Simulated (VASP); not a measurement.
Write the native input for VASP 6.6.1 that does the following.

```yaml
Task: single point
Functional: PBE
Potentials_or_basis: VASP PAW PBE potentials, release 64 (Al, Ni)
Cutoff: 520 eV
k_mesh: 20 × 20 × 20
Occupations: gaussian, width 0.15 eV
Spin: no spin polarisation
Dipole_correction: no
Further_INCAR_settings: ALGO = Fast; EDIFF = 1e-07; NBANDS = 14
```

The structure of AlNi lies in POSCAR:

```
AlNi
1.0
    2.8930835326      0.0000000000      0.0000000000
    0.0000000000      2.8930835326      0.0000000000
    0.0000000000      0.0000000000      2.8930835326
Al Ni
1 1
Direct
    0.0000000000      0.0000000000      0.0000000000
    0.4750547183      0.4750547183      0.4750547183
```

This cell differs from its parent crystal: all Ni atoms moved +0.125 Å, as atom 2 towards its neighbour atom 1 (Al) at 2.505 Å.

These files were run (other wordings do the same):

INCAR

```
PREC = Accurate ; ENCUT = 520
EDIFF = 1E-7 ; ISMEAR = 0
SIGMA = 0.15 ; LREAL = F
LASPH = T ; NELM = 100
ALGO = Fast ; ISIF = 2
LWAVE = F ; LCHARG = T
GGA = PE ; LELF = T
LVHAR = T ; NBANDS = 14
```

KPOINTS

```
regular mesh
0
Gamma
  20 20 20
```

Potentials or basis: VASP PAW PBE potentials, release 64 (Al, Ni).

The run is started by

```bash
$ cat potpaw_PBE.64/Al/POTCAR potpaw_PBE.64/Ni/POTCAR > POTCAR
$ mpirun -np 1 vasp_std > vasp.out
```

Results of the run:

| Item | Value |
| --- | --- |
| Pressure | 1.0 GPa |
| Largest force | 0.737 eV/Å |

Caveat: the cell differs from its parent crystal (all Ni atoms moved +0.125 Å, as atom 2 towards its neighbour atom 1 (Al) at 2.505 Å).

Wall time 5.2 min on 1 thread of AMD EPYC 7R43 64-Core Processor (Zen 3) (shared host), peak memory 0.33 GiB.
